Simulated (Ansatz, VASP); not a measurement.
# BiB: VASP beside Ansatz

POSCAR

```
BiB
1.0
    0.0000000000      2.6268329274      2.6268329274
    2.6268329274      0.0000000000      2.6268329274
    2.6268329274      2.6268329274      0.0000000000
B Bi
1 1
Direct
    0.0000000000      0.0000000000      0.0000000000
    0.5000000000      0.5000000000      0.5000000000
```

The input INCAR.step1:

```
SYSTEM = BiB
  PREC = Accurate
  ENCUT = 520
  EDIFF = 1E-5
  ISMEAR = -1
  SIGMA = 0.02
  LREAL = .False.
  LASPH = .True.
  NELM = 80
  ALGO = Normal
  ISIF = 2
  LWAVE = .True.
  LCHARG = .False.
  GGA = PE
  NBANDS = 16
```

Contents of INCAR.step2:

```
SYSTEM = BiB
  PREC = Accurate
  ENCUT = 520
  EDIFF = 1E-6
  ISMEAR = -1
  SIGMA = 0.02
  LREAL = .False.
  LASPH = .True.
  NELM = 80
  ALGO = Normal
  ISIF = 2
  LWAVE = .False.
  LCHARG = .False.
  GGA = PE
  LHFCALC = .True.
  AEXX = 1.0
  HFSCREEN = 0.3
  PRECFOCK = Normal
  ISTART = 1
  NBANDS = 16
  ALDAC = 1.0
  AGGAC = 1.0
```

Contents of KPOINTS:

```
regular mesh
0
Gamma
  4 4 4
  0 0 0
```

Input for Ansatz:

```yaml
crystal:
  lattice:
    - [0.0, 2.6268329274, 2.6268329274]
    - [2.6268329274, 0.0, 2.6268329274]
    - [2.6268329274, 2.6268329274, 0.0]
  atoms:
    - { symbol: B, position: [0.0, 0.0, 0.0] }
    - { symbol: Bi, position: [0.5, 0.5, 0.5] }
kpoints:
  mp_grid: { grid: [4, 4, 4] }
hamiltonian:
  xc: { exchange: pbe, correlation: pbe, exx: { coeff: 1.0, omega: 0.3 } }
scf:
  occupations: { method: fermi_dirac, width: 0.02 }
  n_extra_bands: 4
output:
  forces: true
  stress: true
  eigenvalues: true
```

Alike in both runs: task single point; functional PBE-based screened hybrid; k mesh 4 × 4 × 4; occupations fermi-dirac, width 0.02 eV; no spin polarisation.

|  | VASP | Ansatz |
| --- | --- | --- |
| version | VASP 6.6.1 | Ansatz 0.2.0 |
| potentials or method | VASP PAW PBE potentials, release 64 (B, Bi_d) | plane waves |
| plane-wave cutoff (eV) | 520 | 420 |
| valence electrons in the cell | 18 | 18 |

Ansatz gave:

| Quantity | Value |
| --- | --- |
| pressure (GPa) | -4.4 |

Q: Which values does VASP return?

A: Pressure (GPa): -4.2.

VASP's potentials were made for PBE, not for PBE-based screened hybrid. Ansatz's warnings: filled band counts differ across k points, stress exchange threshold loose, stress scf threshold loose.

The k mesh is coarse, so the values compare programs but aren't converged. Neither program's run includes spin-orbit coupling.
